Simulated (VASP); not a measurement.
# AlN (v.bB) (F-43m) in VASP: single point with PBE

Aim: the single point of AlN (v.bB) with PBE.

Program: VASP 6.6.1. These are calculated values, not measurements. Logs are shortened: lines on timing, memory, paths and dates and some standing lists are left out, and cuts for length are marked.

## 1. The cell of the first run

Symmetry: F-43m, No. 216, cubic system. The conventional cell has a = 4.403 Å, b = 4.403 Å, c = 4.403 Å, α = 90.00°, β = 90.00°, γ = 90.00°. Al (site symmetry -43m) has 4 N at 1.91 Å within 2.5 Å. N (site symmetry -43m) has 4 Al at 1.91 Å within 2.5 Å.

## 2. Single point, PBE

Contents of INCAR:

```
PREC     = Accurate       # precision mode
ENCUT    = 600            # plane-wave cutoff, eV
EDIFF    = 1E-6           # SCF threshold, eV
ISMEAR   = 0              # smearing method
SIGMA    = 0.02           # smearing width, eV
LREAL    = F              # projectors in reciprocal space
LASPH    = T              # aspherical terms in the spheres
NELM     = 120            # most SCF steps
ALGO     = Normal         # electronic algorithm
ISIF     = 2              # what is computed and relaxed
LWAVE    = F              # write WAVECAR
LCHARG   = F              # write CHGCAR
GGA      = PE             # functional
NBANDS   = 11             # bands
GGA_COMPAT= F
```

Contents of KPOINTS:

```
regular mesh
0
Gamma
  10 10 10
```

Contents of POSCAR:

```
AlN
1.0
    0.0000000000      2.2012621122      2.2012621122
    2.2012621122      0.0000000000      2.2012621122
    2.2012621122      2.2012621122      0.0000000000
Al N
1 1
Direct
    0.0000000000      0.0000000000      0.0000000000
    0.2500000000      0.2500000000      0.2500000000
```

Potentials or basis: VASP PAW PBE potentials, release 64 (Al, N).

Run with:

```console
> cat potpaw_PBE.64/Al/POTCAR potpaw_PBE.64/N/POTCAR > POTCAR
> mpirun -np 1 vasp_std > vasp.out
```

OUTCAR:

```text
PREC = Accurate
   ENCUT = 600
   EDIFF = 1E-6
   ISMEAR = 0
   LREAL = F
   LASPH = T
   NELM = 120
   ISIF = 2
   GGA = PE

 ion  position               nearest neighbor table
   1  0.000  0.000  0.000-   2 1.91   2 1.91   2 1.91   2 1.91
   2  0.250  0.250  0.250-   1 1.91   1 1.91   1 1.91   1 1.91

  LATTYP: Found a face centered cubic cell.
 ALAT       =     4.4025242244

  Lattice vectors:

 A1 = (   0.0000000000,   2.2012621122,   2.2012621122)
 A2 = (   2.2012621122,   0.0000000000,   2.2012621122)
 A3 = (   2.2012621122,   2.2012621122,   0.0000000000)

Analysis of symmetry for initial positions (statically):
=====================================================================
 Subroutine PRICEL returns:
 Original cell was already a primitive cell.

 Routine SETGRP: Setting up the symmetry group for a
 face centered cubic supercell.

 Subroutine GETGRP returns: Found 24 space group operations
 (whereof 24 operations were pure point group operations)
 out of a pool of 48 trial point group operations.

The static configuration has the point symmetry T_d .

Analysis of symmetry for dynamics (positions and initial velocities):
=====================================================================
 Subroutine PRICEL returns:
 Original cell was already a primitive cell.

 Routine SETGRP: Setting up the symmetry group for a
 face centered cubic supercell.

 Subroutine GETGRP returns: Found 24 space group operations
 (whereof 24 operations were pure point group operations)
 out of a pool of 48 trial point group operations.

The dynamic configuration has the point symmetry T_d .

 Subroutine INISYM returns: Found 24 space group operations
 (whereof 24 operations are pure point group operations),
 and found     1 'primitive' translations

----------------------------------------------------------------------------------------

                                     Primitive cell

  volume of cell :      21.3327

  direct lattice vectors                    reciprocal lattice vectors
     0.000000000  2.201262112  2.201262112    -0.227142419  0.227142419  0.227142419
     2.201262112  0.000000000  2.201262112     0.227142419 -0.227142419  0.227142419
     2.201262112  2.201262112  0.000000000     0.227142419  0.227142419 -0.227142419

  length of vectors
     3.113054733  3.113054733  3.113054733     0.393422209  0.393422209  0.393422209

  position of ions in fractional coordinates (direct lattice)
     0.000000000  0.000000000  0.000000000
     0.250000000  0.250000000  0.250000000

  ion indices of the primitive-cell ions
   primitive index   ion index
                 1           1
                 2           2

----------------------------------------------------------------------------------------

 KPOINTS: regular mesh

Automatic generation of k-mesh.
 Grid dimensions read from file:
 generate k-points for:   10   10   10

 Generating k-lattice:

  Cartesian coordinates                     Fractional coordinates (reciprocal lattice)
    -0.022714242  0.022714242  0.022714242     0.100000000  0.000000000  0.000000000
     0.022714242 -0.022714242  0.022714242     0.000000000  0.100000000  0.000000000
     0.022714242  0.022714242 -0.022714242     0.000000000  0.000000000  0.100000000

  Length of vectors
     0.039342221  0.039342221  0.039342221

  Shift w.r.t. Gamma in fractional coordinates (k-lattice)
     0.000000000  0.000000000  0.000000000

 Subroutine IBZKPT returns following result:
 ===========================================

 Found     47 irreducible k-points:

 Following reciprocal coordinates:
            Coordinates               Weight
  0.000000  0.000000  0.000000      1.000000
  0.100000  0.000000  0.000000      8.000000
  0.200000  0.000000  0.000000      8.000000
  0.300000  0.000000  0.000000      8.000000
  0.400000  0.000000  0.000000      8.000000
  0.500000  0.000000  0.000000      4.000000
[... 16 lines left out ...]
  0.300000  0.300000  0.000000      6.000000
  0.400000  0.300000  0.000000     24.000000
 [... further k-points ...]
   k-points           NKPTS =     47   k-points in BZ     NKDIM =     47   number of bands    NBANDS=     11
   number of dos      NEDOS =    301   number of ions     NIONS =      2
   total plane-waves  NPLWV =  21952
   dimension x,y,z NGX =    28 NGY =   28 NGZ =   28
   dimension x,y,z NGXF=    56 NGYF=   56 NGZF=   56
   ions per type =               1   1
   NGX,Y,Z   is equivalent  to a cutoff of  14.95, 14.95, 14.95 a.u.
   NGXF,Y,Z  is equivalent  to a cutoff of  29.91, 29.91, 29.91 a.u.
 SYSTEM =  unknown system
   PREC   = accura    normal or accurate (medium, high low for compatibility)
   ISTART =      0    job   : 0-new  1-cont  2-samecut
   ICHARG =      2    charge: 1-file 2-atom 10-const
   ISPIN  =      1    spin polarized calculation?
   LNONCOLLINEAR =      F non collinear calculations
   LSORBIT =      F    spin-orbit coupling
   LASPH  =      T    aspherical Exc in radial PAW
   ENCUT  =  600.0 eV  44.10 Ry    6.64 a.u.   6.22  6.22  6.22*2*pi/ulx,y,z
   NELM   =    120;   NELMIN=  2; NELMDL= -5     # of ELM steps
   EDIFF  = 0.1E-05   stopping-criterion for ELM
   LREAL  =      F    real-space projection
   EDIFFG = 0.1E-04   stopping-criterion for IOM
   NSW    =      0    number of steps for IOM
   IBRION =     -1    ionic relax: 0-MD 1-quasi-New 2-CG
   NFREE  =      0    steps in history (QN), initial steepest desc. (CG)
   ISIF   =      2    stress and relaxation
   ISYM   =      2    0-nonsym 1-usesym 2-fastsym
   POTIM  = 0.5000    time-step for ionic-motion
   TEBEG  =    0.0;   TEEND  =   0.0 temperature during run
   PSTRESS=    0.0 pullay stress
   NELECT =       8.0000    total number of electrons
   NUPDOWN=      -1.0000    fix difference up-down
   EMIN   =  10.00;   EMAX   =-10.00  energy-range for DOS
   EFERMI =   0.00;   METHOD = LEGACY
   ISMEAR =     0;   SIGMA  =   0.02  broadening in eV -4-tet -1-fermi 0-gaus
   EFERMI_NEDOS =   21; number of points for ismear=-14 and -15
   IALGO  =     38    algorithm
   IMIX   =      4    mixing-type and parameters
     AMIX     =   0.40;   BMIX     =  1.00
     AMIX_MAG =   1.60;   BMIX_MAG =  1.00
  volume/ion in A,a.u.               =      10.67        71.98
  Fermi-wavevector in a.u.,A,eV,Ry     =   1.180565  2.230944 18.962884  1.393733
  Thomas-Fermi vector in A             =   2.316855
   LORBIT       =      0    0 simple, 1 ext, 2 COOP (PROOUT), +10 PAW based schemes
   GGA     = PE    functional components
   LHFCALC =     F    Hartree Fock is set to
   AEXX    =    0.0000 exact exchange contribution
   IVDW    =     0    specifies the selected vdW correction
   LEPSILON=     F    determine dielectric tensor
   LRPA    =     F    only Hartree local field effects (RPA)
 non-spin polarized calculation
 Gauss-broadening in eV      SIGMA  =   0.02
  energy-cutoff  :      600.00
  volume of cell :       21.33
 maximum number of plane-waves:       728
 NGX is ok and might be reduce to    28
   NGX = 13   NGY = 13   NGZ = 13

 number of electron       8.0000000 magnetization

 Free energy of the ion-electron system (eV)
  ---------------------------------------------------
  ext. energy  EPLUGINS =         0.00000000
  ---------------------------------------------------
  free energy    TOTEN  =       -14.84893361 eV

  energy without entropy =      -14.84893361  energy(sigma->0) =      -14.84893361

 E-fermi :   5.9343     XC(G=0): -10.8312

 val. band max:        5.7490324966   @ k =   0.0000   0.0000   0.0000
 cond. band min:       9.0543791090   @ k =   0.5000   0.5000   0.0000
 fundamental gap:      3.3053466124
 Fermi energy:         5.9342889468

 k-point     1 :       0.0000    0.0000    0.0000
  band No.  band energies     occupation
      1      -9.0968      2.00000
      2       5.7490      2.00000
      3       5.7490      2.00000
      4       5.7490      2.00000
      5       9.7374      0.00000
      6      18.0771      0.00000
      7      18.0771      0.00000
      8      18.0771      0.00000
      9      23.2490      0.00000
     10      23.2490      0.00000
     11      24.6053      0.00000

 k-point     2 :       0.1000    0.0000    0.0000
  band No.  band energies     occupation
      1      -8.9544      2.00000
      2       4.9380      2.00000
      3       5.6977      2.00000
      4       5.6977      2.00000
      5      10.4046      0.00000
      6      17.6898      0.00000
      7      18.2081      0.00000
      8      18.2081      0.00000
      9      22.0108      0.00000
     10      22.0108      0.00000
     11      23.8277      0.00000

 k-point     3 :       0.2000    0.0000    0.0000
  band No.  band energies     occupation
      1      -8.5499      2.00000
      2       3.3532      2.00000
      3       5.5697      2.00000
      4       5.5697      2.00000
      5      11.5297      0.00000
      6      16.8974      0.00000
      7      18.1574      0.00000
      8      18.1574      0.00000
      9      21.4707      0.00000
     10      21.4707      0.00000
     11      22.9514      0.00000

 k-point     4 :       0.3000    0.0000    0.0000
  band No.  band energies     occupation
      1      -7.9640      2.00000
      2       1.7397      2.00000
      3       5.4230      2.00000
      4       5.4230      2.00000
      5      12.3706      0.00000
      6      16.1583      0.00000
      7      17.5366      0.00000
      8      17.5366      0.00000
      9      22.4818      0.00000
     10      22.4818      0.00000
     11      22.7335      0.00000
[... 239 lines left out ...]
 k-point    22 :      -0.2000    0.2000    0.0000
  band No.  band energies     occupation
      1      -7.7716      2.00000
      2       2.0336      2.00000
      3       4.0844      2.00000
      4       5.4942      2.00000
      5      13.1311      0.00000
      6      15.5274      0.00000
      7      16.9309      0.00000
      8      18.0760      0.00000
      9      20.5270      0.00000
     10      23.8966      0.00000
     11      26.8298      0.00000

 k-point    23 :       0.3000    0.3000    0.0000
  band No.  band energies     occupation
      1      -7.5996      2.00000
      2       2.2648      2.00000
      3       4.5275      2.00000
      4       4.5275      2.00000
      5      11.0027      0.00000
      6      15.2839      0.00000
      7      17.3849      0.00000
      8      19.9827      0.00000
      9      19.9827      0.00000
     10      25.9008      0.00000
     11      29.1187      0.00000

 k-point    24 :       0.4000    0.3000    0.0000
  band No.  band energies     occupation
      1      -7.1536      2.00000
      2       1.6480      2.00000
      3       4.0727      2.00000
      4       4.3658      2.00000
      5      10.6120      0.00000
      6      15.1241      0.00000
      7      17.7243      0.00000
      8      20.0788      0.00000
      9      20.5706      0.00000
     10      26.7917      0.00000
     11      28.9054      0.00000

 [... further k-points ...]
[... 5 lines left out ...]
  --------------------------------------------------------------------------------------
  -------------------------------------------------------------------------------------
  Total       -0.0431129     -0.0431129     -0.0431129      0.0000000     -0.0000000     -0.0000000
  in kB       -3.2379711     -3.2379711     -3.2379711      0.0000000     -0.0000000     -0.0000000
  external PRESSURE =      -3.2379711 kB  Pullay stress =       0.0000000 kB

 VOLUME and BASIS-vectors are now :
 -----------------------------------------------------------------------------
  energy-cutoff  :      600.00
  volume of cell :       21.33
      direct lattice vectors                 reciprocal lattice vectors
     0.000000000  2.201262112  2.201262112    -0.227142419  0.227142419  0.227142419
     2.201262112  0.000000000  2.201262112     0.227142419 -0.227142419  0.227142419
     2.201262112  2.201262112  0.000000000     0.227142419  0.227142419 -0.227142419

 POSITION                                       TOTAL-FORCE (eV/Angst)
 -----------------------------------------------------------------------------------
      0.00000      0.00000      0.00000         0.000000     -0.000000     -0.000000
      1.10063      1.10063      1.10063        -0.000000      0.000000      0.000000
 -----------------------------------------------------------------------------------
    total drift:                                0.000000      0.000000      0.000000

  FREE ENERGIE OF THE ION-ELECTRON SYSTEM (eV)
  ---------------------------------------------------
  free  energy   TOTEN  =       -14.8489336145 eV

  energy  without entropy=      -14.8489336145  energy(sigma->0) =      -14.84893361
```

Run time: 8.4 s. Hardware: 1 thread of AMD EPYC 9R45 (Zen 5), shared host; peak memory 0.12 GiB.

What came out:

- Free energy: -14.8489 eV
- Pressure: -0.3 GPa
- Band gap on the k mesh: 3.31 eV, indirect (least direct gap 3.99 eV)
